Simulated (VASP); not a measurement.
# CsLa5 (P6/mmm) in VASP: further runs, part 2 of 2

VASP 6.6.1.

## (5) Relaxation of cell and atoms, PBE

This run uses another cell than the first one, of 37.12 Å³/atom, 0.826 times its volume.

File INCAR:

```
SYSTEM = CsLa5
ALGO = Normal ; EDIFF = 1E-6
EDIFFG = -0.04 ; ENCUT = 600
GGA = PE ; IBRION = 2
ISIF = 3 ; ISMEAR = 0
LASPH = .TRUE. ; LCHARG = .FALSE.
LREAL = .FALSE. ; LWAVE = .FALSE.
NELM = 100 ; NSW = 90
PREC = Accurate ; SIGMA = 0.1
```

File KPOINTS:

```
k-points
0
G
  3 3 4
  0 0 0
```

File POSCAR:

```
CsLa5
1.0
    6.8718019200      0.0000000000      0.0000000000
   -3.4359009600      5.9511550400      0.0000000000
    0.0000000000      0.0000000000      5.4457863100
Cs La
1 5
Direct
    0.0000000000      0.0000000000      0.0000000000
    0.3333333300      0.6666666700      0.0000000000
    0.6666666700      0.3333333300      0.0000000000
    0.5000000000      0.0000000000      0.5000000000
    0.5000000000      0.5000000000      0.5000000000
    0.0000000000      0.5000000000      0.5000000000
```

Potentials or basis: VASP PAW PBE potentials, release 64 (Cs_sv, La).

Started as:

```
$ cat potpaw_PBE.64/Cs_sv/POTCAR potpaw_PBE.64/La/POTCAR > POTCAR
$ mpirun -np 1 vasp_std > vasp.out
```

OUTCAR:

```text
SYSTEM = CsLa5
   EDIFF = 1E-6
   EDIFFG = -0.04
   ENCUT = 600
   GGA = PE
   IBRION = 2
   ISIF = 3
   ISMEAR = 0
   LASPH = .TRUE.
   LREAL = .FALSE.
   NELM = 100
   NSW = 90
   PREC = Accurate

 ion  position               nearest neighbor table
   1  0.000  0.000  0.000-
   2  0.333  0.667  0.000-   6 3.37   6 3.37   4 3.37   4 3.37   5 3.37   5 3.37
   3  0.667  0.333  0.000-   6 3.37   6 3.37   4 3.37   4 3.37   5 3.37   5 3.37
   4  0.500  0.000  0.500-   2 3.37   3 3.37   2 3.37   3 3.37   5 3.44   6 3.44   5 3.44   6 3.44

   5  0.500  0.500  0.500-   2 3.37   3 3.37   2 3.37   3 3.37   6 3.44   6 3.44   4 3.44   4 3.44

   6  0.000  0.500  0.500-   2 3.37   3 3.37   2 3.37   3 3.37   5 3.44   5 3.44   4 3.44   4 3.44

  LATTYP: Found a hexagonal cell.
 ALAT       =     6.8718019200
 C/A-ratio  =     0.7924830159

  Lattice vectors:

 A1 = (   6.8718019200,   0.0000000000,   0.0000000000)
 A2 = (  -3.4359009600,   5.9511550400,   0.0000000000)
 A3 = (   0.0000000000,   0.0000000000,   5.4457863100)

Analysis of symmetry for initial positions (statically):
=====================================================================
 Subroutine PRICEL returns:
 Original cell was already a primitive cell.

 Routine SETGRP: Setting up the symmetry group for a
 hexagonal supercell.

 Subroutine GETGRP returns: Found 24 space group operations
 (whereof 24 operations were pure point group operations)
 out of a pool of 24 trial point group operations.

The static configuration has the point symmetry D_6h.

Analysis of symmetry for dynamics (positions and initial velocities):
=====================================================================
 Subroutine PRICEL returns:
 Original cell was already a primitive cell.

 Routine SETGRP: Setting up the symmetry group for a
 hexagonal supercell.

 Subroutine GETGRP returns: Found 24 space group operations
 (whereof 24 operations were pure point group operations)
 out of a pool of 24 trial point group operations.
[... 101 lines left out ...]
   POTIM  = 0.5000    time-step for ionic-motion
   TEBEG  =    0.0;   TEEND  =   0.0 temperature during run
   PSTRESS=    0.0 pullay stress
   NELECT =      64.0000    total number of electrons
   NUPDOWN=      -1.0000    fix difference up-down
   EMIN   =  10.00;   EMAX   =-10.00  energy-range for DOS
   EFERMI =   0.00;   METHOD = LEGACY
   ISMEAR =     0;   SIGMA  =   0.10  broadening in eV -4-tet -1-fermi 0-gaus
   EFERMI_NEDOS =   21; number of points for ismear=-14 and -15
   IALGO  =     38    algorithm
   IMIX   =      4    mixing-type and parameters
     AMIX     =   0.40;   BMIX     =  1.00
     AMIX_MAG =   1.60;   BMIX_MAG =  1.00
  volume/ion in A,a.u.               =      37.12       250.48
  Fermi-wavevector in a.u.,A,eV,Ry     =   1.080332  2.041532 15.879600  1.167118
  Thomas-Fermi vector in A             =   2.216320
   LORBIT       =      0    0 simple, 1 ext, 2 COOP (PROOUT), +10 PAW based schemes
   GGA     = PE    functional components
   LHFCALC =     F    Hartree Fock is set to
   AEXX    =    0.0000 exact exchange contribution
   IVDW    =     0    specifies the selected vdW correction
   LEPSILON=     F    determine dielectric tensor
   LRPA    =     F    only Hartree local field effects (RPA)
 conjugate gradient relaxation of ions
 non-spin polarized calculation
 Gauss-broadening in eV      SIGMA  =   0.10
  energy-cutoff  :      600.00
  volume of cell :      222.71
 maximum number of plane-waves:      7479
 NGX is ok and might be reduce to    56
   NGX = 27   NGY = 27   NGZ = 21

--------------------------------------- Ionic step        1  -------------------------------------------

 number of electron      63.9999998 magnetization

 Free energy of the ion-electron system (eV)
  ---------------------------------------------------
  ext. energy  EPLUGINS =         0.00000000
  ---------------------------------------------------
  free energy    TOTEN  =       -21.90492848 eV

  energy without entropy =      -21.85442464  energy(sigma->0) =      -21.87967656

------------------------ aborting loop because EDIFF is reached ----------------------------------------

  FORCE on cell =-STRESS in cart. coord.  units (eV):
  Direction    XX          YY          ZZ          XY          YZ          ZX
  --------------------------------------------------------------------------------------
  -------------------------------------------------------------------------------------
  Total        5.4836894      5.4836894      7.0132554      0.0000000      0.0000000      0.0000000
  in kB       39.4503570     39.4503571     50.4542486      0.0000000      0.0000000      0.0000000
  external PRESSURE =      43.1183209 kB  Pullay stress =       0.0000000 kB
[... 67 lines left out ...]
--------------------------------------- Ionic step        3  -------------------------------------------

 number of electron      63.9999999 magnetization

 Free energy of the ion-electron system (eV)
  ---------------------------------------------------
  ext. energy  EPLUGINS =         0.00000000
  ---------------------------------------------------
  free energy    TOTEN  =       -22.53086789 eV

  energy without entropy =      -22.45573271  energy(sigma->0) =      -22.49330030

 E-fermi :   5.3913     XC(G=0):  -8.5503

 val. band max:        5.3548931766   @ k =   0.3333  -0.0000   0.2500
 cond. band min:       5.4000790361   @ k =   0.3333  -0.0000   0.5000
 fundamental gap:      0.0451858595
 Fermi energy:         5.3913405486

 k-point     1 :       0.0000    0.0000    0.0000
  band No.  band energies     occupation
      1     -27.6586      2.00000
      2     -27.4891      2.00000
      3     -27.4540      2.00000
      4     -27.4540      2.00000
      5     -27.4286      2.00000
      6     -16.7352      2.00000
[... 391 lines left out ...]
  FREE ENERGIE OF THE ION-ELECTRON SYSTEM (eV)
  ---------------------------------------------------
  free  energy   TOTEN  =       -22.5308678867 eV

  energy  without entropy=      -22.4557327100  energy(sigma->0) =      -22.49330030

 reached required accuracy - stopping structural energy minimisation
```

OSZICAR:

```text
N       E                     dE             d eps       ncg     rms          rms(c)
DAV:   1     0.902188542882E+03    0.90219E+03   -0.24658E+04   684   0.258E+03
DAV:   2     0.240258296300E+03   -0.66193E+03   -0.64733E+03  1028   0.460E+02
DAV:   3     0.147869521016E+02   -0.22547E+03   -0.22293E+03  1170   0.317E+02
DAV:   4    -0.177439490657E+02   -0.32531E+02   -0.30783E+02  1272   0.127E+02
[... 40 lines left out ...]
DAV:   7    -0.225308558979E+02    0.15097E-03   -0.33596E-03  1216   0.333E-01    0.587E-02
DAV:   8    -0.225308910171E+02   -0.35119E-04   -0.53545E-04  1256   0.154E-01    0.205E-02
DAV:   9    -0.225308826205E+02    0.83966E-05   -0.56997E-05  1264   0.487E-02    0.128E-02
DAV:  10    -0.225308676914E+02    0.14929E-04   -0.16554E-05  1152   0.262E-02    0.267E-03
DAV:  11    -0.225308678867E+02   -0.19536E-06   -0.14499E-06   560   0.114E-02
   3 F= -.22530868E+02 E0= -.22493300E+02  d E =-.625939E+00
```

Wall time 5.3 min (1 thread of AMD EPYC 9R14 (Zen 4), shared host); peak memory 0.43 GiB.

What came out:

```
Free energy                            : -22.5309 eV
Relaxed volume                         : 45.84 Å³/atom
Relaxed cell                           : a = 7.330 Å, b = 7.330 Å, c = 5.910 Å, α = 90.00°, β = 90.00°, γ = 120.00°
Space group after relaxing (to 0.05 Å) : P6/mmm (No. 191)
Energy gained by relaxing              : 104.3 meV/atom
Ionic steps                            : 3
Pressure after relaxing                : -0.1 GPa
Band gap on the k mesh                 : zero (band 32 reaches 5.45 eV, above the bottom of band 33 at 5.23 eV)
```

Step by step:
```csv
step,energy change (eV),largest force (eV/Å),pressure (GPa),volume (Å³)
1,0.0000,0.0000,4.31,222.71
2,-0.5671,0.0000,1.15,256.47
3,-0.6259,0.0000,-0.09,275.01
```

Final structure:
```
Cs La
1.0
     7.33008    0.00000    0.00000
    -3.66504    6.34803    0.00000
     0.00000    0.00000    5.91026
Cs La
1 5
Cartesian
  0.0000 0.0000 0.0000
  0.0000 4.2320 0.0000
  3.6650 2.1160 0.0000
  3.6650 0.0000 2.9551
  1.8325 3.1740 2.9551
  -1.8325 3.1740 2.9551
```

Levels at points of the mesh, in eV from the Fermi level:
| k point | band 29 | band 30 | band 31 | band 32 | band 33 | band 34 | band 35 | band 36 |
| --- | --- | --- | --- | --- | --- | --- | --- | --- |
| (0.00, 0.00, 0.00) | -0.61 | -0.40 | -0.40 | -0.08 | -0.08 | 0.05 | 0.85 | 0.85 |
| (0.00, 0.00, 0.50) | -0.99 | -0.66 | -0.16 | -0.16 | 0.34 | 0.34 | 0.60 | 0.76 |

Caveat: the volume moved by over 15 % at a fixed basis, so the end points are rough; spin-orbit coupling is left out, which moves the levels of the heavy elements.

## (6) Overview

```tsv
task	cell	k mesh	cutoff (eV)	gap on the mesh (eV)	pressure (GPa)	relaxed volume (Å³/atom)
relaxation of cell and atoms	relaxed from a = 7.262, b = 7.262, c = 5.904 Å, angles 90.0, 90.0, 120.0°, 6 atoms	6 × 6 × 6	600	none	0.0	45.40
single point	a = 6.872, b = 6.872, c = 5.446 Å, angles 90.0, 90.0, 120.0°, 6 atoms	3 × 3 × 4	520	none	4.3	-
single point	a = 7.262, b = 7.262, c = 5.904 Å, angles 90.0, 90.0, 120.0°, 6 atoms	3 × 3 × 4	520	none	0.2	-
relaxation of cell and atoms	relaxed from a = 6.872, b = 6.872, c = 5.446 Å, angles 90.0, 90.0, 120.0°, 6 atoms	3 × 3 × 4	600	none	-0.1	45.84
```

Alike in all rows: level PBE; potentials or basis VASP PAW PBE potentials, release 64 (Cs_sv, La); no spin polarisation; smearing gaussian 0.1 eV.

Caveats: spin-orbit coupling is left out, which moves the levels of the heavy elements; the volume moved by over 15 % at a fixed basis, so the end points are rough (some runs).

Absolute energies hang on the potentials; compare differences alone.
